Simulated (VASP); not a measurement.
# LaAl2SnRu2 (P4/mmm) in VASP: notebook, part 2 of 2

VASP 6.6.1. Earlier steps stand in the parts before.

### Step 3. Single point, r2SCAN

The input, POSCAR:

```
LaAl2SnRu2
1.0
    4.5502420000      0.0000000000      0.0000000000
    0.0000000000      4.5502420000      0.0000000000
    0.0000000000      0.0000000000      6.1181060000
La Sn Al Ru
1 1 2 2
Direct
    0.0000000000      0.0000000000      0.5000000000
    0.0000000000      0.0000000000      0.0000000000
    0.5000000000      0.5000000000      0.2537000000
    0.5000000000      0.5000000000      0.7463000000
    0.0000000000      0.5000000000      0.0000000000
    0.5000000000      0.0000000000      0.0000000000
```

The input, INCAR.step1:

```
SYSTEM = LaAl2SnRu2
  PREC = Accurate
  ENCUT = 520
  ISMEAR = -4
  SIGMA = 0.1
  LREAL = .FALSE.
  LASPH = .TRUE.
  NELM = 100
  NBANDS = 38
  GGA = PE
  ALGO = Normal
  EDIFF = 1E-4
  LWAVE = .TRUE.
  LCHARG = .FALSE.
```

The input, INCAR.step2:

```
SYSTEM = LaAl2SnRu2
  PREC = Accurate
  ENCUT = 520
  EDIFF = 1E-7
  ISMEAR = -4
  SIGMA = 0.1
  LREAL = .FALSE.
  LASPH = .TRUE.
  NELM = 100
  ALGO = Normal
  ISIF = 2
  LWAVE = .FALSE.
  LCHARG = .TRUE.
  METAGGA = R2SCAN
  LMIXTAU = .TRUE.
  LELF = .TRUE.
  LVHAR = .TRUE.
  NBANDS = 38
  ISTART = 1
```

The input, KPOINTS:

```
Automatic mesh
0
G
  4 4 3
  0 0 0
```

Potentials or basis: VASP PAW PBE potentials, release 64 (La, Sn_d, Al, Ru_pv).

Started as:

```
$ cat potpaw_PBE.64/La/POTCAR potpaw_PBE.64/Sn_d/POTCAR potpaw_PBE.64/Al/POTCAR potpaw_PBE.64/Ru_pv/POTCAR > POTCAR
$ cp INCAR.step1 INCAR
$ mpirun -np 1 vasp_std > vasp.out
$ cp INCAR.step2 INCAR
$ mpirun -np 1 vasp_std > vasp.out
```

OUTCAR:

```text
SYSTEM = LaAl2SnRu2
   PREC = Accurate
   ENCUT = 520
   EDIFF = 1E-7
   ISMEAR = -4
   LREAL = .FALSE.
   LASPH = .TRUE.
   NELM = 100
   ISIF = 2
   METAGGA = R2SCAN
   ISTART = 1

 ion  position               nearest neighbor table
   1  0.000  0.000  0.500-   2 3.06   2 3.06
   2  0.000  0.000  0.000-   5 2.28   6 2.28   5 2.28   6 2.28   1 3.06   1 3.06
   3  0.500  0.500  0.254-   5 2.75   6 2.75   6 2.75   5 2.75   4 3.01   4 3.10
   4  0.500  0.500  0.746-   5 2.75   6 2.75   6 2.75   5 2.75   3 3.01   3 3.10
   5  0.000  0.500  0.000-   2 2.28   2 2.28   4 2.75   3 2.75   3 2.75   4 2.75   6 3.22   6 3.22
                             6 3.22   6 3.22
   6  0.500  0.000  0.000-   2 2.28   2 2.28   4 2.75   3 2.75   4 2.75   3 2.75   5 3.22   5 3.22
                             5 3.22   5 3.22

  LATTYP: Found a simple tetragonal cell.
 ALAT       =     4.5502420000
 C/A-ratio  =     1.3445671681

  Lattice vectors:

 A1 = (   4.5502420000,   0.0000000000,   0.0000000000)
 A2 = (   0.0000000000,   4.5502420000,   0.0000000000)
 A3 = (   0.0000000000,   0.0000000000,   6.1181060000)

Analysis of symmetry for initial positions (statically):
[... 174 lines left out ...]
 cond. band min:       8.5459257250   @ k =   0.0000   0.0000   0.0000
 fundamental gap:      0.0000010306
 Fermi energy:         8.6205910444

 k-point     1 :       0.0000    0.0000    0.0000
  band No.  band energies     occupation
      1     -35.6611      2.00000
      2     -35.6611      2.00000
      3     -35.1194      2.00000
      4     -35.1194      2.00000
      5     -34.8589      2.00000
      6     -34.8374      2.00000
[... 481 lines left out ...]
     37      10.5703      0.00000
     38      10.5764      0.00000

------------------------ aborting loop because EDIFF is reached ----------------------------------------

  FORCE on cell =-STRESS in cart. coord.  units (eV):
  Direction    XX          YY          ZZ          XY          YZ          ZX
  --------------------------------------------------------------------------------------
  -------------------------------------------------------------------------------------
  Total       14.1775465     14.1775465     -2.4630792      0.0000000      0.0000000     -0.0000000
  in kB      179.3187384    179.3187384    -31.1532226      0.0000000      0.0000000     -0.0000000
  external PRESSURE =     109.1614180 kB  Pullay stress =       0.0000000 kB

 VOLUME and BASIS-vectors are now :
 -----------------------------------------------------------------------------
  energy-cutoff  :      520.00
  volume of cell :      126.67
      direct lattice vectors                 reciprocal lattice vectors
     4.550242000  0.000000000  0.000000000     0.219768531  0.000000000  0.000000000
     0.000000000  4.550242000  0.000000000     0.000000000  0.219768531  0.000000000
     0.000000000  0.000000000  6.118106000     0.000000000  0.000000000  0.163449277

 POSITION                                       TOTAL-FORCE (eV/Angst)
 -----------------------------------------------------------------------------------
      0.00000      0.00000      3.05905         0.000000      0.000000      0.000000
      0.00000      0.00000      0.00000         0.000000      0.000000      0.000000
      2.27512      2.27512      1.55216        -0.000000     -0.000000     -0.595706
      2.27512      2.27512      4.56594         0.000000     -0.000000      0.595706
      0.00000      2.27512      0.00000         0.000000      0.000000      0.000000
      2.27512      0.00000      0.00000         0.000000      0.000000      0.000000
 -----------------------------------------------------------------------------------
    total drift:                                0.000000      0.000000     -0.000000

  FREE ENERGIE OF THE ION-ELECTRON SYSTEM (eV)
  ---------------------------------------------------
  free  energy   TOTEN  =      -117.3869718188 eV

  energy  without entropy=     -117.3869718188  energy(sigma->0) =     -117.38697182
```

OUTCAR.step1:

```text
SYSTEM = LaAl2SnRu2
   PREC = Accurate
   ENCUT = 520
   ISMEAR = -4
   LREAL = .FALSE.
   LASPH = .TRUE.
   NELM = 100
[... 718 lines left out ...]
      2.27512      2.27512      4.56594         0.000000      0.000000      0.387102
      0.00000      2.27512      0.00000         0.000000      0.000000      0.000000
      2.27512      0.00000      0.00000         0.000000      0.000000      0.000000
 -----------------------------------------------------------------------------------
    total drift:                                0.000000     -0.000000     -0.000000

  FREE ENERGIE OF THE ION-ELECTRON SYSTEM (eV)
  ---------------------------------------------------
  free  energy   TOTEN  =       -32.8788266838 eV

  energy  without entropy=      -32.8788266838  energy(sigma->0) =      -32.87882668
```

It took 4.1 min on 1 thread of Intel Xeon 6975P-C, shared host; peak memory 0.3 GiB.

What came out:

- Free energy: -117.3870 eV
- Pressure: 10.9 GPa
- Largest force: 0.596 eV/Å

Forces on the atoms (eV/Å):
```
La   0.000  0.000  0.000
Sn   0.000  0.000  0.000
Al   0.000  0.000 -0.596
Al   0.000  0.000  0.596
Ru   0.000  0.000  0.000
Ru   0.000  0.000  0.000
```

Stress tensor (GPa, compression positive):
```
17.93  0.00  0.00
 0.00 17.93  0.00
 0.00  0.00 -3.12
```

Levels at points of the mesh, in eV from the Fermi level:
```csv
k point,band 27,band 28,band 29,band 30,band 31,band 32,band 33,band 34
"(0.00, 0.00, 0.00)",-1.32,-1.18,-0.93,-0.07,0.72,1.14,1.54,1.54
"(0.50, 0.00, 0.00)",-1.78,-0.93,-0.33,0.09,0.36,0.50,1.54,1.66
"(0.50, 0.50, 0.00)",-1.43,-1.35,-1.35,-0.93,0.35,0.35,1.56,1.72
```

Caveat: the PAW data sets were made with another functional, which shifts forces and pressure a little; spin-orbit coupling is left out, which moves the levels of the heavy elements.

### Step 4. Single point, r2SCAN

POSCAR is that of step 3.

The input, INCAR.step1:

```
PREC = Accurate
ENCUT = 520
ISMEAR = -1
SIGMA = 0.1
LREAL = F
LASPH = T
NELM = 100
NBANDS = 38
GGA = PE
ALGO = Normal
EDIFF = 1E-4
LWAVE = T
LCHARG = F
```

The input, INCAR.step2:

```
PREC = Accurate
ENCUT = 520
EDIFF = 1E-6
ISMEAR = -1
SIGMA = 0.1
LREAL = F
LASPH = T
NELM = 100
ALGO = Normal
ISIF = 2
LWAVE = F
LCHARG = F
METAGGA = R2SCAN
LMIXTAU = T
NBANDS = 38
ISTART = 1
```

The input, KPOINTS:

```
Automatic mesh
0
Gamma
  6 6 4
```

Started as:

```
$ cat potpaw_PBE.64/La/POTCAR potpaw_PBE.64/Sn_d/POTCAR potpaw_PBE.64/Al/POTCAR potpaw_PBE.64/Ru_pv/POTCAR > POTCAR
$ cp INCAR.step1 INCAR
$ mpirun -np 1 vasp_std > vasp.out
$ cp INCAR.step2 INCAR
$ mpirun -np 1 vasp_std > vasp.out
```

Wall time 8.4 min (1 thread of Intel Xeon 6975P-C, shared host); peak memory 0.38 GiB.

Results (log left out):

```
Free energy   : -117.4954 eV
Pressure      : 10.9 GPa
Largest force : 0.635 eV/Å
```

Forces in eV/Å, atoms in the order of the input:
```
La   0.000  0.000  0.000
Sn   0.000  0.000  0.000
Al   0.000  0.000 -0.635
Al   0.000  0.000  0.635
Ru   0.000  0.000  0.000
Ru   0.000  0.000  0.000
```

Stress tensor (GPa, compression positive):
```
17.94  0.00  0.00
 0.00 17.94  0.00
 0.00  0.00 -3.21
```

Levels at points of the mesh, in eV from the Fermi level:
```
           k point  band 25  band 26  band 27  band 28  band 29  band 30  band 31  band 32  band 33  band 34
(0.00, 0.00, 0.00)    -1.70    -1.33    -1.33    -1.19    -0.94    -0.08     0.71     1.13     1.54     1.54
(0.50, 0.00, 0.00)    -2.43    -2.34    -1.79    -0.94    -0.33     0.09     0.35     0.49     1.53     1.66
(0.50, 0.50, 0.00)    -1.98    -1.98    -1.44    -1.35    -1.35    -0.94     0.35     0.35     1.56     1.72
(0.00, 0.00, 0.50)    -2.06    -1.38    -1.33    -1.33    -0.82    -0.11    -0.08     1.63     1.67     1.67
(0.50, 0.00, 0.50)    -2.37    -2.11    -1.63    -1.56    -1.49     0.44     0.85     1.19     1.47     1.64
(0.50, 0.50, 0.50)    -2.16    -2.03    -1.45    -0.95    -0.92    -0.92     0.33     0.33     1.42     1.64
```

Caveat: the PAW data sets were made with another functional, which shifts forces and pressure a little; spin-orbit coupling is left out, which moves the levels of the heavy elements.

### Step 5. The runs side by side

| k mesh | smearing | gap on the mesh (eV) | pressure (GPa) | largest force (eV/Å) |
| --- | --- | --- | --- | --- |
| 4 × 4 × 3 | fermi-dirac 0.1 eV | none | 11.0 | 0.63 |
| 4 × 4 × 3 | tetrahedron | none | 10.9 | 0.60 |
| 6 × 6 × 4 | fermi-dirac 0.1 eV | none | 10.9 | 0.64 |

Alike in all rows: task single point; level r2SCAN; potentials or basis VASP PAW PBE potentials, release 64 (La, Sn_d, Al, Ru_pv); no spin polarisation; cell as given; cutoff (eV) 520.

Every run on the cell as given and a fine mesh finds a metal.

Caveats: the PAW data sets were made with another functional, which shifts forces and pressure a little; spin-orbit coupling is left out, which moves the levels of the heavy elements.

Absolute energies hang on the potentials; compare differences alone.
